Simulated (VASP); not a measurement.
Here is a VASP 6.6.1 calculation.

INCAR

```
SYSTEM = V
PREC     = Accurate       ! precision mode
ENCUT    = 600            ! plane-wave cutoff, eV
EDIFF    = 1E-6           ! SCF threshold, eV
ISMEAR   = 0              ! smearing method
SIGMA    = 0.1            ! smearing width, eV
LREAL    = .FALSE.        ! projectors in reciprocal space
LASPH    = .TRUE.         ! aspherical terms in the spheres
NELM     = 100            ! most SCF steps
ALGO     = Fast           ! electronic algorithm
ISIF     = 3              ! what is computed and relaxed
LWAVE    = .FALSE.        ! write WAVECAR
LCHARG   = .FALSE.        ! write CHGCAR
GGA      = PE             ! functional
IBRION   = 2              ! ionic algorithm
NSW      = 90             ! ionic steps
EDIFFG   = -0.04          ! ionic threshold
```

The input KPOINTS:

```
Automatic mesh
0
G
  4 4 4
  0 0 0
```

Contents of POSCAR:

```
V
1.0
   -3.1298004988      3.1298004988      3.1298004988
    3.1298004988     -3.1298004988      3.1298004988
    3.1298004988      3.1298004988     -3.1298004988
V
8
Direct
    0.2060000000      0.2060000000      0.2060000000
    0.5000000000      0.0000000000      0.2940000000
    0.2940000000      0.5000000000      0.0000000000
    0.0000000000      0.2940000000      0.5000000000
    0.7940000000      0.7940000000      0.7940000000
    0.5000000000      0.0000000000      0.7060000000
    0.7060000000      0.5000000000      0.0000000000
    0.0000000000      0.7060000000      0.5000000000
```

Potentials or basis: VASP PAW PBE potentials, release 64 (V_sv).

Command:

```bash
$ cat potpaw_PBE.64/V_sv/POTCAR > POTCAR
$ mpirun -np 1 vasp_std > vasp.out
```

**Question.** What does it give for the relaxed volume?

**Answer.** 15.59 Å³/atom.

**Question.** What does it give for the band gap on the k mesh?

**Answer.** Zero (bands 52 and 53 overlap by 0.55 eV).

**Question.** Estimate the space group after relaxing (to 0.1 Å).

**Answer.** Ia-3d (No. 230).

**Question.** What does it give for the relaxed cell?

**Answer.** a = 5.452 Å, b = 5.452 Å, c = 5.452 Å, α = 109.47°, β = 109.47°, γ = 109.47°.

Step by step:
```
step  energy change (eV)  largest force (eV/Å)  pressure (GPa)  volume (Å³)
   1              0.0000                2.5594            7.76       122.63
   2             -1.7245                0.9533           -7.03       136.29
   3             -1.7458                0.8137           -8.18       137.80
   4             -2.4829                0.2168           -0.77       125.54
   5             -2.4983                0.0863            0.88       123.67
   6             -2.4981                0.1070            0.67       123.95
   7             -2.5038                0.0179           -0.13       124.75
```
